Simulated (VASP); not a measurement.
Write the native input for VASP 6.6.1 that does the following.

| Property | Result |
| --- | --- |
| Task | single point |
| Functional | r2SCAN |
| Potentials or basis | VASP PAW PBE potentials, release 64 (Ba_sv, S) |
| Cutoff | 520 eV |
| k mesh | 6 × 6 × 6 |
| Occupations | gaussian, width 0.01 eV |
| Spin | no spin polarisation |
| Dipole correction | no |
| Further INCAR settings | ALGO = Normal; EDIFF = 1e-06; NBANDS = 15 |

BaS:

```
Ba S
1.0
     3.22876    3.22876    0.00000
    -3.22876    3.22876    0.00000
     0.00000    3.22876    3.20306
Ba S
1 1
Direct
  0.00000 0.00000 0.00000
  0.50000 0.50000 0.00000
```

This cell differs from its parent crystal: in-plane strain +0.005.

One way to write it, as run:

POSCAR

```
BaS
1.0
    3.2287599366      3.2287599366      0.0000000000
   -3.2287599366      3.2287599366      0.0000000000
    0.0000000000      3.2287599366      3.2030583649
Ba S
1 1
Direct
    0.0000000000      0.0000000000      0.0000000000
    0.5000000000      0.5000000000      0.0000000000
```

INCAR.step1

```
ALGO = Normal
EDIFF = 1E-4
ENCUT = 520
GGA = PE
ISMEAR = 0
LASPH = T
LCHARG = F
LREAL = F
LWAVE = T
NBANDS = 15
NELM = 60
PREC = Accurate
SIGMA = 0.01
```

INCAR.step2

```
ALGO = Normal
EDIFF = 1E-6
ENCUT = 520
ISIF = 2
ISMEAR = 0
ISTART = 1
LASPH = T
LCHARG = T
LELF = T
LMIXTAU = T
LREAL = F
LVHAR = T
LWAVE = F
METAGGA = R2SCAN
NBANDS = 15
NELM = 60
PREC = Accurate
SIGMA = 0.01
```

KPOINTS

```
k-points
0
Gamma
  6 6 6
```

Potentials or basis: VASP PAW PBE potentials, release 64 (Ba_sv, S).

Launch:

```console
$ cat potpaw_PBE.64/Ba_sv/POTCAR potpaw_PBE.64/S/POTCAR > POTCAR
$ cp INCAR.step1 INCAR
$ mpirun -np 1 vasp_std > vasp.out
$ cp INCAR.step2 INCAR
$ mpirun -np 1 vasp_std > vasp.out
```

Results of the run:

| Item | Value |
| --- | --- |
| Pressure | 0.2 GPa |
| Band gap on the k mesh | 2.48 eV (least direct gap 2.63 eV) |

Caveat: the cell differs from its parent crystal (in-plane strain +0.005); the PAW data sets were made with another functional, which shifts forces and pressure a little; spin-orbit coupling is left out, which moves the levels of the heavy elements.

Run time: 110 s on 1 thread of AMD EPYC 9R45 96-Core Processor (Zen 5), with other jobs on the host, peak memory 0.2 GiB.
